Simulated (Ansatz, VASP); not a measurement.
TiAl2: VASP beside Ansatz

Contents of POSCAR:

```
TiAl2
1.0
    1.9795500000     -6.0472000000      0.0000000000
    1.9795500000      6.0472000000      0.0000000000
    0.0000000000      0.0000000000      4.0315000000
Ti Al
2 4
Direct
    0.6490000000      0.3510000000      0.0000000000
    0.3510000000      0.6490000000      0.0000000000
    0.0000000000      0.0000000000      0.0000000000
    0.8240000000      0.1760000000      0.5000000000
    0.1760000000      0.8240000000      0.5000000000
    0.5000000000      0.5000000000      0.5000000000
```

The input INCAR.step1:

```
  PREC = Accurate
  ENCUT = 520
  ISMEAR = 0
  SIGMA = 0.1
  LREAL = F
  LASPH = T
  NELM = 60
  NBANDS = 27
  GGA = PE
  ALGO = Normal
  EDIFF = 1E-4
  LWAVE = T
  LCHARG = F
```

File INCAR.step2:

```
  PREC = Accurate
  ENCUT = 520
  EDIFF = 1E-6
  ISMEAR = 0
  SIGMA = 0.1
  LREAL = F
  LASPH = T
  NELM = 60
  ALGO = Normal
  ISIF = 2
  LWAVE = F
  LCHARG = F
  METAGGA = R2SCAN
  LMIXTAU = T
  NBANDS = 27
  ISTART = 1
```

KPOINTS

```
regular mesh
0
Gamma
  6 6 6
```

Input for Ansatz:

```yaml
crystal:
  lattice:
    - [1.97955, -6.0472, 0.0]
    - [1.97955, 6.0472, 0.0]
    - [0.0, 0.0, 4.0315]
  atoms:
    - { symbol: Ti, position: [0.649, 0.351, 0.0] }
    - { symbol: Ti, position: [0.351, 0.649, 0.0] }
    - { symbol: Al, position: [0.0, 0.0, 0.0] }
    - { symbol: Al, position: [0.824, 0.176, 0.5] }
    - { symbol: Al, position: [0.176, 0.824, 0.5] }
    - { symbol: Al, position: [0.5, 0.5, 0.5] }
basis:
  ecutwfc: 500
kpoints:
  mp_grid: { grid: [6, 6, 6] }
hamiltonian:
  xc: r2scan
scf:
  occupations: { method: gaussian, width: 0.1 }
output:
  forces: true
  stress: true
  eigenvalues: true
```

Alike in both runs: task single point; functional r2SCAN; k mesh 6 × 6 × 6; occupations gaussian, width 0.1 eV; no spin polarisation.

|  | VASP | Ansatz |
| --- | --- | --- |
| version | VASP 6.6.1 | Ansatz 0.2.0 |
| potentials or method | VASP PAW PBE potentials, release 64 (Ti_sv, Al), cutoff 520 eV | scalar-relativistic, plane waves, PAW |
| valence electrons in the cell | 36 | 36 |

Ansatz gave:

| Item | Value |
| --- | --- |
| gap on the k mesh at the Fermi level (eV) | none |
| pressure (GPa) | -1.8 |
| traceless stress, the component that is largest in VASP (GPa) | 1.56 |
| rms of the force components (eV/Å) | 0.326 |

Problem. Estimate VASP's values.

Solution. gap on the k mesh at the Fermi level (eV): none; pressure (GPa): -1.8; traceless stress, the component that is largest in VASP (GPa): 1.57; rms of the force components (eV/Å): 0.327.

VASP's potentials were made for PBE, not for r2SCAN. Atom by atom the forces differ by 0.002 eV/Å (rms over components). A gap of «none» marks a metal or a gap that the smearing closes.
